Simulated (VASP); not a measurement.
A run of VASP 6.6.1 is set up as follows.

INCAR

```
  PREC = Accurate
  ENCUT = 600
  EDIFF = 1E-6
  ISMEAR = -1
  SIGMA = 0.05
  LREAL = False
  LASPH = True
  NELM = 100
  ALGO = Normal
  ISIF = 3
  LWAVE = False
  LCHARG = False
  GGA = RP
  IBRION = 2
  NSW = 80
  EDIFFG = -0.01
```

File KPOINTS:

```
Automatic mesh
0
Gamma
  9 9 9
```

POSCAR

```
Pb
1.0
    0.0000000000      2.4750200000      2.4750200000
    2.4750200000      0.0000000000      2.4750200000
    2.4750200000      2.4750200000      0.0000000000
Pb
1
Direct
    0.0000000000      0.0000000000      0.0000000000
```

Potentials or basis: VASP PAW PBE potentials, release 64 (Pb_d).

Run with:

```sh
$ cat potpaw_PBE.64/Pb_d/POTCAR > POTCAR
$ mpirun -np 1 vasp_std > vasp.out
```

(1) What does it give for the relaxed cell?

(2) Predict the space group after relaxing (to 0.05 Å).

(3) Estimate the band gap on the k mesh.

Answers

(1) a = 3.604 Å, b = 3.604 Å, c = 3.604 Å, α = 60.00°, β = 60.00°, γ = 60.00°.

(2) Fm-3m (No. 225).

(3) zero (band 7 reaches 13.23 eV, above the bottom of band 8 at 5.11 eV).

Caveat: the PAW data sets were made with another functional, which shifts forces and pressure a little; spin-orbit coupling is left out, which moves the levels of the heavy elements.

The cell as given is a measured one (30.32 Å³/atom); RPBE puts the equilibrium volume +9.2 % from it, thermal expansion not counted.
